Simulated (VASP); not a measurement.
# BN (C2/m) in VASP: further runs, part 2 of 2

VASP 6.6.1.

### Step 3. Single point, PBE+D3(BJ)

File INCAR:

```
SYSTEM = BN
PREC     = Accurate       ! precision mode
ENCUT    = 520            ! plane-wave cutoff, eV
EDIFF    = 1E-7           ! SCF threshold, eV
ISMEAR   = 0              ! smearing method
SIGMA    = 0.05           ! smearing width, eV
LREAL    = .False.        ! projectors in reciprocal space
LASPH    = .True.         ! aspherical terms in the spheres
NELM     = 80             ! most SCF steps
ALGO     = Normal         ! electronic algorithm
ISIF     = 2              ! what is computed and relaxed
LWAVE    = .False.        ! write WAVECAR
LCHARG   = .False.        ! write CHGCAR
GGA      = PE             ! functional
IVDW     = 12             ! dispersion correction
NBANDS   = 26             ! bands
```

File KPOINTS:

```
regular mesh
0
Gamma
  10 10 2
  0 0 0
```

File POSCAR:

```
BN
1.0
   -2.5039917043      0.0000000000      0.0000000000
   -1.2519958521     -2.1685204268      0.0000000000
   -2.1908675417     -1.2648979650     13.3224000000
B N
4 4
Direct
   -0.1770541667     -0.1770541667      0.8750000000
    0.1145958333      0.1145958333      0.3750000000
    0.5937541667      0.5937541667      0.1250000000
    0.3021041667      0.3021041667      0.6250000000
    0.2604208333      0.2604208333      0.1250000000
   -0.0312291667     -0.0312291667      0.6250000000
    0.1562791667      0.1562791667      0.8750000000
    0.4479291667      0.4479291667      0.3750000000
```

Potentials or basis: VASP PAW PBE potentials, release 64 (B, N).

Launch:

```
$ cat potpaw_PBE.64/B/POTCAR potpaw_PBE.64/N/POTCAR > POTCAR
$ mpirun -np 1 vasp_std > vasp.out
```

OUTCAR:

```text
SYSTEM = BN
   PREC = Accurate
   ENCUT = 520
   EDIFF = 1E-7
   ISMEAR = 0
   LREAL = .False.
   LASPH = .True.
   NELM = 80
   ISIF = 2
   GGA = PE
   IVDW = 12
 IVDW          = 12

 ion  position               nearest neighbor table
   1  0.823  0.823  0.875-   7 1.45   7 1.45   7 1.45
   2  0.115  0.115  0.375-   8 1.45   8 1.45   8 1.45
   3  0.594  0.594  0.125-   5 1.45   5 1.45   5 1.45
   4  0.302  0.302  0.625-   6 1.45   6 1.45   6 1.45
   5  0.260  0.260  0.125-   3 1.45   3 1.45   3 1.45
   6  0.969  0.969  0.625-   4 1.45   4 1.45   4 1.45
   7  0.156  0.156  0.875-   1 1.45   1 1.45   1 1.45
   8  0.448  0.448  0.375-   2 1.45   2 1.45   2 1.45

  LATTYP: Found a base centered monoclinic cell.
 ALAT       =     4.3370408535
 B/A-ratio  =     0.5773502692
 C/A-ratio  =     3.0999066405
 COS(beta)  =    -0.1344234031

  Lattice vectors:

 A1 = (  -2.5039917043,   0.0000000000,   0.0000000000)
 A2 = (  -1.2519958521,  -2.1685204268,   0.0000000000)
 A3 = (   1.5651200147,   0.9036224618,  13.3224000000)

[... 192 lines left out ...]
 fundamental gap:      4.0743501536
 Fermi energy:         2.6151747750

 k-point     1 :       0.0000    0.0000    0.0000
  band No.  band energies     occupation
      1     -15.5488      2.00000
      2     -15.4103      2.00000
      3     -15.4095      2.00000
      4     -15.2621      2.00000
      5      -3.9518      2.00000
      6      -3.0281      2.00000
[... 685 lines left out ...]
     25      14.3032      0.00000
     26      14.4395      0.00000

 [... further k-points ...]

------------------------ aborting loop because EDIFF is reached ----------------------------------------

 Edisp (eV)   -1.12501

 E8    (eV) :    -0.3294

  FORCE on cell =-STRESS in cart. coord.  units (eV):
  Direction    XX          YY          ZZ          XY          YZ          ZX
  --------------------------------------------------------------------------------------
  -------------------------------------------------------------------------------------
  Total       0.51730     0.50946    -0.09760     0.00679    -0.02554    -0.04423
  in kB      11.45713    11.28350    -2.16157     0.15037    -0.56563    -0.97970
  external pressure =        6.86 kB  Pullay stress =        0.00 kB

 VOLUME and BASIS-vectors are now :
 -----------------------------------------------------------------------------
  energy-cutoff  :      520.00
  volume of cell :       72.34
      direct lattice vectors                 reciprocal lattice vectors
    -2.503991704  0.000000000  0.000000000    -0.399362345  0.230571958 -0.043783402
    -1.251995852 -2.168520427  0.000000000     0.000000000 -0.461143915 -0.043783402
    -2.190867542 -1.264897965 13.322400000     0.000000000  0.000000000  0.075061550

 POSITION                                       TOTAL-FORCE (eV/Angst)
 -----------------------------------------------------------------------------------
     -5.00798     -2.89136     11.65710        -0.009834     -0.005678     -0.016823
     -1.25200     -0.72284      4.99590        -0.000010     -0.000006      0.000614
     -2.50399     -1.44568      1.66530         0.009834      0.005678      0.016823
     -2.50399     -1.44568      8.32650         0.000010      0.000006     -0.000614
     -1.25200     -0.72284      1.66530        -0.022981     -0.013268     -0.001974
     -5.00798     -2.89136      8.32650         0.000073      0.000042     -0.000184
     -2.50399     -1.44568     11.65710         0.022981      0.013268      0.001974
     -2.50399     -1.44568      4.99590        -0.000073     -0.000042      0.000184
 -----------------------------------------------------------------------------------
    total drift:                                0.000009      0.000005     -0.000002

  FREE ENERGIE OF THE ION-ELECTRON SYSTEM (eV)
  ---------------------------------------------------
  free  energy   TOTEN  =       -71.4283257502 eV

  energy  without entropy=      -71.4283257502  energy(sigma->0) =      -71.42832575
```

OSZICAR:

```text
N       E                     dE             d eps       ncg     rms          rms(c)
DAV:   1     0.132259500997E+03    0.13226E+03   -0.16171E+04  3224   0.114E+03
DAV:   2    -0.677463524180E+02   -0.20001E+03   -0.18717E+03  4328   0.271E+02
DAV:   3    -0.773234979147E+02   -0.95771E+01   -0.95217E+01  4330   0.589E+01
DAV:   4    -0.774287781531E+02   -0.10528E+00   -0.10520E+00  4094   0.684E+00
DAV:   5    -0.774303372063E+02   -0.15591E-02   -0.15586E-02  4218   0.812E-01    0.159E+01
DAV:   6    -0.710266863000E+02    0.64037E+01   -0.14536E+01  3698   0.215E+01    0.718E+00
DAV:   7    -0.704675602489E+02    0.55913E+00   -0.10332E+00  4152   0.596E+00    0.448E+00
DAV:   8    -0.703112007128E+02    0.15636E+00   -0.59006E-01  4034   0.401E+00    0.671E-01
DAV:   9    -0.703015749051E+02    0.96258E-02   -0.29532E-02  4078   0.104E+00    0.247E-01
DAV:  10    -0.703031067863E+02   -0.15319E-02   -0.34480E-03  3974   0.329E-01    0.554E-02
DAV:  11    -0.703032874545E+02   -0.18067E-03   -0.26434E-04  4032   0.102E-01    0.257E-02
DAV:  12    -0.703033172430E+02   -0.29789E-04   -0.73495E-05  3776   0.500E-02    0.539E-03
DAV:  13    -0.703033177930E+02   -0.54999E-06   -0.13514E-06  4290   0.744E-03    0.157E-03
DAV:  14    -0.703033180324E+02   -0.23939E-06   -0.22518E-07  3348   0.278E-03    0.512E-04
DAV:  15    -0.703033180257E+02    0.66689E-08   -0.47895E-08  2798   0.135E-03
   1 F= -.71428326E+02 E0= -.71428326E+02  d E =-.162331E-19
```

It took 61 s on 1 thread of Intel Xeon 6975P-C (Granite Rapids), shared host; peak memory 0.24 GiB.

What came out:

| Property | Result |
| --- | --- |
| Free energy | -71.4283 eV |
| Pressure | 0.7 GPa |
| Largest force | 0.027 eV/Å |
| Band gap on the k mesh | 4.07 eV (least direct gap 4.23 eV) |
| Dispersion energy per atom | -0.141 eV |

Forces in eV/Å, atoms in the order of the input:
```
B   -0.010 -0.006 -0.017
B    0.000  0.000  0.001
B    0.010  0.006  0.017
B    0.000  0.000 -0.001
N   -0.023 -0.013 -0.002
N    0.000  0.000  0.000
N    0.023  0.013  0.002
N    0.000  0.000  0.000
```

A k mesh can miss the band edges.
